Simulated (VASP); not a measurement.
A run of VASP 6.6.1 is set up as follows.

POSCAR

```
C
1.0
    0.0000000000      1.7801241434      1.7801241434
    1.7801241434      0.0000000000      1.7801241434
    1.7801241434      1.7801241434      0.0000000000
C
2
Direct
    0.0000000000      0.0000000000      0.0000000000
    0.2500000000      0.2500000000      0.2500000000
```

File INCAR.step1:

```
SYSTEM = C
PREC = Accurate
ENCUT = 500
EDIFF = 1E-8
ISMEAR = 0
SIGMA = 0.01
LREAL = .FALSE.
LASPH = .TRUE.
NELM = 80
ALGO = Normal
LWAVE = .TRUE.
LCHARG = .FALSE.
GGA = PE
```

Contents of INCAR.step2:

```
SYSTEM = C
PREC = Accurate
ENCUT = 500
EDIFF = 1E-8
ISMEAR = 0
SIGMA = 0.01
LREAL = .FALSE.
LASPH = .TRUE.
NELM = 1
ALGO = Exact
LWAVE = .TRUE.
LCHARG = .FALSE.
GGA = PE
NBANDS = 37
LOPTICS = .TRUE.
ISTART = 1
```

File INCAR.step3:

```
SYSTEM = C
PREC = Accurate
ENCUT = 500
EDIFF = 1E-8
ISMEAR = 0
SIGMA = 0.01
LREAL = .FALSE.
LASPH = .TRUE.
ALGO = EVGW0
LWAVE = .FALSE.
LCHARG = .FALSE.
GGA = PE
NELMGW = 1
NBANDS = 37
ENCUTGW = 120.0
NOMEGA = 48
PRECFOCK = Fast
ISTART = 1
NBANDSGW = 12
```

File KPOINTS:

```
Automatic mesh
0
G
  6 6 6
  0 0 0
```

Potentials or basis: VASP PAW PBE potentials, release 64 (C_GW).

The run is started by

```sh
$ cat potpaw_PBE.64/C_GW/POTCAR > POTCAR
$ cp INCAR.step1 INCAR
$ mpirun -np 1 vasp_std > vasp.out
$ cp INCAR.step2 INCAR
$ mpirun -np 1 vasp_std > vasp.out
$ cp INCAR.step3 INCAR
$ mpirun -np 1 vasp_std > vasp.out
```

(1) Estimate the quasiparticle gap.

(2) Predict the least direct quasiparticle gap.

(3) What does it give for the band gap on the k mesh, mean-field level?

Results:

(1) 5.36 eV.

(2) 7.24 eV.

(3) 4.17 eV, indirect (least direct gap 5.61 eV).

Caveat: the k points lie up to 0.51 Å⁻¹ apart; bands, screening cutoff and mesh are small and nothing is extrapolated, so the quasiparticle values aren't converged.
